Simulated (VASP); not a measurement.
# Mo (Im-3m) in VASP: a series of runs

Mo is run at these levels: revPBE; tasks: single point.

Program: VASP 6.6.1. These are calculated values, not measurements. Logs are shortened: lines on timing, memory, paths and dates and some standing lists are left out, and cuts for length are marked.

### 1 The cell of the first run

The structure is cubic, space group Im-3m (No. 229). The conventional cell has a = 3.173 Å, b = 3.173 Å, c = 3.173 Å, α = 90.00°, β = 90.00°, γ = 90.00°. Mo (site symmetry m-3m) has 14 Mo at 2.75 to 3.17 Å within 3.6 Å.

### 2 Single point, revPBE

Input file INCAR:

```
PREC = Accurate
ENCUT = 520
EDIFF = 1E-7
ISMEAR = -1
SIGMA = 0.1
LREAL = False
LASPH = True
NELM = 100
ALGO = Normal
ISIF = 2
LWAVE = False
LCHARG = False
GGA = RE
NBANDS = 13
```

Input file KPOINTS:

```
regular mesh
0
Gamma
  23 23 23
```

Input file POSCAR:

```
Mo
1.0
   -1.5864531609      1.5864531609      1.5864531609
    1.5864531609     -1.5864531609      1.5864531609
    1.5864531609      1.5864531609     -1.5864531609
Mo
1
Direct
    0.0000000000      0.0000000000      0.0000000000
```

Potentials or basis: VASP PAW PBE potentials, release 64 (Mo_sv).

Started as:

```bash
> cat potpaw_PBE.64/Mo_sv/POTCAR > POTCAR
> mpirun -np 1 vasp_std > vasp.out
```

OUTCAR:

```text
PREC = Accurate
   ENCUT = 520
   EDIFF = 1E-7
   ISMEAR = -1
   LREAL = False
   LASPH = True
   NELM = 100
   ISIF = 2
   GGA = RE

 ion  position               nearest neighbor table
   1  0.000  0.000  0.000-

  LATTYP: Found a body centered cubic cell.
 ALAT       =     3.1729063218

  Lattice vectors:

 A1 = (  -1.5864531609,   1.5864531609,   1.5864531609)
 A2 = (   1.5864531609,  -1.5864531609,   1.5864531609)
 A3 = (   1.5864531609,   1.5864531609,  -1.5864531609)

Analysis of symmetry for initial positions (statically):
=====================================================================
 Subroutine PRICEL returns:
 Original cell was already a primitive cell.

 Routine SETGRP: Setting up the symmetry group for a
 body centered cubic supercell.

 Subroutine GETGRP returns: Found 48 space group operations
 (whereof 48 operations were pure point group operations)
 out of a pool of 48 trial point group operations.

The static configuration has the point symmetry O_h .

Analysis of symmetry for dynamics (positions and initial velocities):
=====================================================================
 Subroutine PRICEL returns:
 Original cell was already a primitive cell.

 Routine SETGRP: Setting up the symmetry group for a
 body centered cubic supercell.

 Subroutine GETGRP returns: Found 48 space group operations
 (whereof 48 operations were pure point group operations)
 out of a pool of 48 trial point group operations.

The dynamic configuration has the point symmetry O_h .

 Subroutine INISYM returns: Found 48 space group operations
 (whereof 48 operations are pure point group operations),
 and found     1 'primitive' translations

----------------------------------------------------------------------------------------

                                     Primitive cell

  volume of cell :      15.9714

  direct lattice vectors                    reciprocal lattice vectors
    -1.586453161  1.586453161  1.586453161     0.000000000  0.315168460  0.315168460
     1.586453161 -1.586453161  1.586453161     0.315168460  0.000000000  0.315168460
     1.586453161  1.586453161 -1.586453161     0.315168460  0.315168460  0.000000000

  length of vectors
     2.747817479  2.747817479  2.747817479     0.445715511  0.445715511  0.445715511

  position of ions in fractional coordinates (direct lattice)
     0.000000000  0.000000000  0.000000000

  ion indices of the primitive-cell ions
   primitive index   ion index
                 1           1

----------------------------------------------------------------------------------------

 KPOINTS: regular mesh

Automatic generation of k-mesh.
 Grid dimensions read from file:
 generate k-points for:   23   23   23

 Generating k-lattice:

  Cartesian coordinates                     Fractional coordinates (reciprocal lattice)
     0.000000000  0.013702977  0.013702977     0.043478261  0.000000000  0.000000000
     0.013702977  0.000000000  0.013702977     0.000000000  0.043478261  0.000000000
     0.013702977  0.013702977  0.000000000     0.000000000  0.000000000  0.043478261

  Length of vectors
     0.019378935  0.019378935  0.019378935

  Shift w.r.t. Gamma in fractional coordinates (k-lattice)
     0.000000000  0.000000000  0.000000000

 Subroutine IBZKPT returns following result:
 ===========================================

 Found    364 irreducible k-points:

 Following reciprocal coordinates:
            Coordinates               Weight
  0.000000  0.000000  0.000000      1.000000
  0.043478  0.000000  0.000000     12.000000
  0.086957  0.000000  0.000000     12.000000
  0.130435  0.000000  0.000000     12.000000
  0.173913  0.000000  0.000000     12.000000
  0.217391  0.000000  0.000000     12.000000
[... 16 lines left out ...]
  0.478261  0.043478 -0.000000     24.000000
  0.086957  0.086957  0.000000     24.000000
 [... further k-points ...]
   k-points           NKPTS =    364   k-points in BZ     NKDIM =    364   number of bands    NBANDS=     13
   number of dos      NEDOS =    301   number of ions     NIONS =      1
   total plane-waves  NPLWV =   8000
   dimension x,y,z NGX =    20 NGY =   20 NGZ =   20
   dimension x,y,z NGXF=    40 NGYF=   40 NGZF=   40
   ions per type =               1
   NGX,Y,Z   is equivalent  to a cutoff of  12.10, 12.10, 12.10 a.u.
   NGXF,Y,Z  is equivalent  to a cutoff of  24.20, 24.20, 24.20 a.u.
 SYSTEM =  unknown system
   PREC   = accura    normal or accurate (medium, high low for compatibility)
   ISTART =      0    job   : 0-new  1-cont  2-samecut
   ICHARG =      2    charge: 1-file 2-atom 10-const
   ISPIN  =      1    spin polarized calculation?
   LNONCOLLINEAR =      F non collinear calculations
   LSORBIT =      F    spin-orbit coupling
   LASPH  =      T    aspherical Exc in radial PAW
   ENCUT  =  520.0 eV  38.22 Ry    6.18 a.u.   5.11  5.11  5.11*2*pi/ulx,y,z
   NELM   =    100;   NELMIN=  2; NELMDL= -5     # of ELM steps
   EDIFF  = 0.1E-06   stopping-criterion for ELM
   LREAL  =      F    real-space projection
   EDIFFG = 0.1E-05   stopping-criterion for IOM
   NSW    =      0    number of steps for IOM
   IBRION =     -1    ionic relax: 0-MD 1-quasi-New 2-CG
   NFREE  =      0    steps in history (QN), initial steepest desc. (CG)
   ISIF   =      2    stress and relaxation
   ISYM   =      2    0-nonsym 1-usesym 2-fastsym
   POTIM  = 0.5000    time-step for ionic-motion
   TEBEG  =    0.0;   TEEND  =   0.0 temperature during run
   PSTRESS=    0.0 pullay stress
   NELECT =      14.0000    total number of electrons
   NUPDOWN=      -1.0000    fix difference up-down
   EMIN   =  10.00;   EMAX   =-10.00  energy-range for DOS
   EFERMI =   0.00;   METHOD = LEGACY
   ISMEAR =    -1;   SIGMA  =   0.10  broadening in eV -4-tet -1-fermi 0-gaus
   EFERMI_NEDOS =   21; number of points for ismear=-14 and -15
   IALGO  =     38    algorithm
   IMIX   =      4    mixing-type and parameters
     AMIX     =   0.40;   BMIX     =  1.00
     AMIX_MAG =   1.60;   BMIX_MAG =  1.00
  volume/ion in A,a.u.               =      15.97       107.78
  Fermi-wavevector in a.u.,A,eV,Ry     =   1.566764  2.960755 33.398895  2.454750
  Thomas-Fermi vector in A             =   2.669044
   LORBIT       =      0    0 simple, 1 ext, 2 COOP (PROOUT), +10 PAW based schemes
   GGA     = RE    functional components
   LHFCALC =     F    Hartree Fock is set to
   AEXX    =    0.0000 exact exchange contribution
   IVDW    =     0    specifies the selected vdW correction
   LEPSILON=     F    determine dielectric tensor
   LRPA    =     F    only Hartree local field effects (RPA)
 non-spin polarized calculation
  energy-cutoff  :      520.00
  volume of cell :       15.97
 maximum number of plane-waves:       444
   NGX = 11   NGY = 11   NGZ = 11

 number of electron      14.0000005 magnetization

 Free energy of the ion-electron system (eV)
  ---------------------------------------------------
  ext. energy  EPLUGINS =         0.00000000
  ---------------------------------------------------
  free energy    TOTEN  =       -10.49480304 eV

  energy without entropy =      -10.47510383  energy(sigma->0) =      -10.48495343

 E-fermi :  12.2964     XC(G=0): -13.2219

 val. band max:       12.2783971462   @ k =  -0.3043   0.3478   0.1739
 cond. band min:      12.2967441751   @ k =  -0.2174   0.3043   0.0870
 fundamental gap:      0.0183470289
 Fermi energy:        12.2964366203

 k-point     1 :       0.0000    0.0000    0.0000
  band No.  band energies     occupation
      1     -48.9894      2.00000
      2     -22.3041      2.00000
      3     -22.3041      2.00000
      4     -22.3041      2.00000
      5       5.1507      2.00000
      6      10.9778      2.00000
      7      10.9778      2.00000
      8      10.9778      2.00000
      9      13.9293      0.00000
     10      13.9293      0.00000
     11      27.0946      0.00000
     12      27.0946      0.00000
     13      27.0946      0.00000

 k-point     2 :       0.0435    0.0000    0.0000
  band No.  band energies     occupation
      1     -48.9850      2.00000
      2     -22.3300      2.00000
      3     -22.3121      2.00000
      4     -22.3043      2.00000
      5       5.2330      2.00000
      6      10.9316      2.00000
      7      10.9710      2.00000
      8      11.0541      1.99999
      9      13.8594      0.00000
     10      13.9304      0.00000
     11      27.1567      0.00000
     12      27.2327      0.00000
     13      27.2550      0.00000

 k-point     3 :       0.0870    0.0000    0.0000
  band No.  band energies     occupation
      1     -48.9721      2.00000
      2     -22.4053      2.00000
      3     -22.3355      2.00000
      4     -22.3048      2.00000
      5       5.4730      2.00000
      6      10.7992      2.00000
      7      10.9435      2.00000
      8      11.2813      1.99992
      9      13.6843      0.00000
     10      13.9356      0.00000
     11      27.3199      0.00000
     12      27.6395      0.00000
     13      27.6841      0.00000
[... 305 lines left out ...]
 k-point    23 :       0.4783    0.0435   -0.0000
  band No.  band energies     occupation
      1     -48.7458      2.00000
      2     -23.6024      2.00000
      3     -22.7289      2.00000
      4     -22.3244      2.00000
      5       7.1675      2.00000
      6       9.0187      2.00000
      7      13.4868      0.00001
      8      13.9195      0.00000
      9      14.7867      0.00000
     10      17.0394      0.00000
     11      23.5748      0.00000
     12      24.3214      0.00000
     13      29.2849      0.00000

 k-point    24 :       0.0870    0.0870    0.0000
  band No.  band energies     occupation
      1     -48.9399      2.00000
      2     -22.5901      2.00000
      3     -22.3703      2.00000
      4     -22.3293      2.00000
      5       6.0662      2.00000
      6      10.5777      2.00000
      7      10.6936      2.00000
      8      11.9353      1.94740
      9      13.3370      0.00006
     10      14.0271      0.00000
     11      27.7507      0.00000
     12      28.3807      0.00000
     13      28.5483      0.00000

 [... further k-points ...]
[... 5 lines left out ...]
  --------------------------------------------------------------------------------------
  -------------------------------------------------------------------------------------
  Total        0.0075282      0.0075282      0.0075282     -0.0000000     -0.0000000      0.0000000
  in kB        0.7551979      0.7551979      0.7551979     -0.0000000     -0.0000000      0.0000000
  external PRESSURE =       0.7551979 kB  Pullay stress =       0.0000000 kB

 VOLUME and BASIS-vectors are now :
 -----------------------------------------------------------------------------
  energy-cutoff  :      520.00
  volume of cell :       15.97
      direct lattice vectors                 reciprocal lattice vectors
    -1.586453161  1.586453161  1.586453161     0.000000000  0.315168460  0.315168460
     1.586453161 -1.586453161  1.586453161     0.315168460  0.000000000  0.315168460
     1.586453161  1.586453161 -1.586453161     0.315168460  0.315168460  0.000000000

 POSITION                                       TOTAL-FORCE (eV/Angst)
 -----------------------------------------------------------------------------------
      0.00000      0.00000      0.00000         0.000000     -0.000000     -0.000000
 -----------------------------------------------------------------------------------
    total drift:                                0.000000      0.000000      0.000000

  FREE ENERGIE OF THE ION-ELECTRON SYSTEM (eV)
  ---------------------------------------------------
  free  energy   TOTEN  =       -10.4948030370 eV

  energy  without entropy=      -10.4751038299  energy(sigma->0) =      -10.48495343
```

It took 55 s on 1 thread of Intel Xeon Platinum 8259CL at 2.50GHz (Skylake/Cascade Lake), shared host; peak memory 0.18 GiB.

What came out:

```yaml
Free_energy: -10.4948 eV
Pressure: 0.1 GPa
Band_gap_on_the_k_mesh: zero (band 7 reaches 16.03 eV, above the bottom of band 8 at 10.98 eV)
```

Levels at points of the mesh, in eV from the Fermi level:
| k point | band 5 | band 6 | band 7 | band 8 | band 9 | band 10 |
| --- | --- | --- | --- | --- | --- | --- |
| (0.00, 0.00, 0.00) | -7.15 | -1.32 | -1.32 | -1.32 | 1.63 | 1.63 |

Caveat: the PAW data sets were made with another functional, which shifts forces and pressure a little.

### 3 Single point, revPBE

Input file INCAR:

```
SYSTEM = Mo
ALGO     = Normal         ! electronic algorithm
EDIFF    = 1E-7           ! SCF threshold, eV
ENCUT    = 520            ! plane-wave cutoff, eV
GGA      = RE             ! functional
ISIF     = 2              ! what is computed and relaxed
ISMEAR   = -1             ! smearing method
LASPH    = .TRUE.         ! aspherical terms in the spheres
LCHARG   = .FALSE.        ! write CHGCAR
LREAL    = .FALSE.        ! projectors in reciprocal space
LWAVE    = .FALSE.        ! write WAVECAR
NBANDS   = 13             ! bands
NELM     = 100            ! most SCF steps
PREC     = Accurate       ! precision mode
SIGMA    = 0.1            ! smearing width, eV
```

Input file KPOINTS:

```
k-points
0
G
  23 23 23
  0 0 0
```

POSCAR is that of step 2.

Potentials or basis: VASP PAW PBE potentials, release 64 (Mo_sv).

Started as:

```bash
> cat potpaw_PBE.64/Mo_sv/POTCAR > POTCAR
> mpirun -np 1 vasp_std > vasp.out
```

OUTCAR:

```text
SYSTEM = Mo
   EDIFF = 1E-7
   ENCUT = 520
   GGA = RE
   ISIF = 2
   ISMEAR = -1
   LASPH = .TRUE.
   LREAL = .FALSE.
   NELM = 100
   PREC = Accurate

 ion  position               nearest neighbor table
   1  0.000  0.000  0.000-

  LATTYP: Found a body centered cubic cell.
 ALAT       =     3.1729063218

  Lattice vectors:

 A1 = (  -1.5864531609,   1.5864531609,   1.5864531609)
 A2 = (   1.5864531609,  -1.5864531609,   1.5864531609)
 A3 = (   1.5864531609,   1.5864531609,  -1.5864531609)

Analysis of symmetry for initial positions (statically):
=====================================================================
 Subroutine PRICEL returns:
 Original cell was already a primitive cell.

 Routine SETGRP: Setting up the symmetry group for a
 body centered cubic supercell.

 Subroutine GETGRP returns: Found 48 space group operations
 (whereof 48 operations were pure point group operations)
 out of a pool of 48 trial point group operations.

The static configuration has the point symmetry O_h .

Analysis of symmetry for dynamics (positions and initial velocities):
=====================================================================
[... 160 lines left out ...]
 Fermi energy:        12.2964366203

 k-point     1 :       0.0000    0.0000    0.0000
  band No.  band energies     occupation
      1     -48.9894      2.00000
      2     -22.3041      2.00000
      3     -22.3041      2.00000
      4     -22.3041      2.00000
      5       5.1507      2.00000
      6      10.9778      2.00000
      7      10.9778      2.00000
      8      10.9778      2.00000
      9      13.9293      0.00000
     10      13.9293      0.00000
     11      27.0946      0.00000
     12      27.0946      0.00000
     13      27.0946      0.00000
[... 354 lines left out ...]
  band No.  band energies     occupation
      1     -48.9399      2.00000
      2     -22.5901      2.00000
      3     -22.3703      2.00000
      4     -22.3293      2.00000
      5       6.0662      2.00000
      6      10.5777      2.00000
      7      10.6936      2.00000
      8      11.9353      1.94740
      9      13.3370      0.00006
     10      14.0271      0.00000
     11      27.7507      0.00000
     12      28.3807      0.00000
     13      28.5483      0.00000

 [... further k-points ...]
[... 5 lines left out ...]
  --------------------------------------------------------------------------------------
  -------------------------------------------------------------------------------------
  Total        0.0075282      0.0075282      0.0075282     -0.0000000     -0.0000000      0.0000000
  in kB        0.7551979      0.7551979      0.7551979     -0.0000000     -0.0000000      0.0000000
  external PRESSURE =       0.7551979 kB  Pullay stress =       0.0000000 kB

 VOLUME and BASIS-vectors are now :
 -----------------------------------------------------------------------------
  energy-cutoff  :      520.00
  volume of cell :       15.97
      direct lattice vectors                 reciprocal lattice vectors
    -1.586453161  1.586453161  1.586453161     0.000000000  0.315168460  0.315168460
     1.586453161 -1.586453161  1.586453161     0.315168460  0.000000000  0.315168460
     1.586453161  1.586453161 -1.586453161     0.315168460  0.315168460  0.000000000

 POSITION                                       TOTAL-FORCE (eV/Angst)
 -----------------------------------------------------------------------------------
      0.00000      0.00000      0.00000         0.000000     -0.000000     -0.000000
 -----------------------------------------------------------------------------------
    total drift:                                0.000000      0.000000      0.000000

  FREE ENERGIE OF THE ION-ELECTRON SYSTEM (eV)
  ---------------------------------------------------
  free  energy   TOTEN  =       -10.4948030370 eV

  energy  without entropy=      -10.4751038299  energy(sigma->0) =      -10.48495343
```

OSZICAR:

```text
N       E                     dE             d eps       ncg     rms          rms(c)
DAV:   1     0.943829957788E+02    0.94383E+02   -0.80597E+03  9565   0.110E+03
DAV:   2    -0.992991217363E+01   -0.10431E+03   -0.10018E+03 10954   0.311E+02
DAV:   3    -0.111355622483E+02   -0.12057E+01   -0.12026E+01 10579   0.335E+01
DAV:   4    -0.111383047643E+02   -0.27425E-02   -0.27425E-02 10644   0.195E+00
DAV:   5    -0.111383227209E+02   -0.17957E-04   -0.17957E-04 10649   0.141E-01    0.137E+01
DAV:   6    -0.105719587194E+02    0.56636E+00   -0.72510E-01  9724   0.104E+01    0.363E+00
DAV:   7    -0.104974076916E+02    0.74551E-01   -0.14443E-01 10479   0.446E+00    0.977E-01
DAV:   8    -0.104946839420E+02    0.27237E-02   -0.43193E-03  9864   0.839E-01    0.186E-01
DAV:   9    -0.104947902330E+02   -0.10629E-03   -0.12510E-04 11049   0.142E-01    0.755E-02
DAV:  10    -0.104948030191E+02   -0.12786E-04   -0.17658E-05  9859   0.497E-02    0.721E-03
DAV:  11    -0.104948032741E+02   -0.25498E-06   -0.15404E-07  9719   0.413E-03    0.154E-03
DAV:  12    -0.104948030183E+02    0.25583E-06   -0.13467E-08  5132   0.144E-03    0.944E-05
DAV:  13    -0.104948030370E+02   -0.18713E-07   -0.89846E-10  4897   0.359E-04
   1 F= -.10494803E+02 E0= -.10484953E+02  d E =-.196992E-01
```

stdout:

```text
POSCAR found type information on POSCAR Mo
 POSCAR found :  1 types and       1 ions
 scaLAPACK will be used
 -----------------------------------------------------------------------------
|                                                                             |
|                                                                             |
|     You enforced a specific xc type in the INCAR file but a different       |
|     I HOPE YOU KNOW WHAT YOU ARE DOING!                                     |
|                                                                             |
 -----------------------------------------------------------------------------

 LDA part: xc-table for (Slater+PW92), standard interpolation
 POSCAR, INCAR and KPOINTS ok, starting setup
 FFT: planning ... GRIDC
 FFT: planning ... GRID_SOFT
 FFT: planning ... GRID
 WAVECAR not read
 entering main loop
```

Run time: 70 s. Hardware: 1 thread of Intel Xeon Platinum 8259CL at 2.50GHz (Skylake/Cascade Lake), shared host; peak memory 0.18 GiB.

What came out:

* Free energy: -10.4948 eV
* Pressure: 0.1 GPa
* Band gap on the k mesh: zero (band 7 reaches 16.03 eV, above the bottom of band 8 at 10.98 eV)

Levels at points of the mesh, in eV from the Fermi level:
| k point | band 4 | band 5 | band 6 | band 7 | band 8 | band 9 | band 10 | band 11 |
| --- | --- | --- | --- | --- | --- | --- | --- | --- |
| (0.00, 0.00, 0.00) | -34.60 | -7.15 | -1.32 | -1.32 | -1.32 | 1.63 | 1.63 | 14.80 |

Caveat: the PAW data sets were made with another functional, which shifts forces and pressure a little.
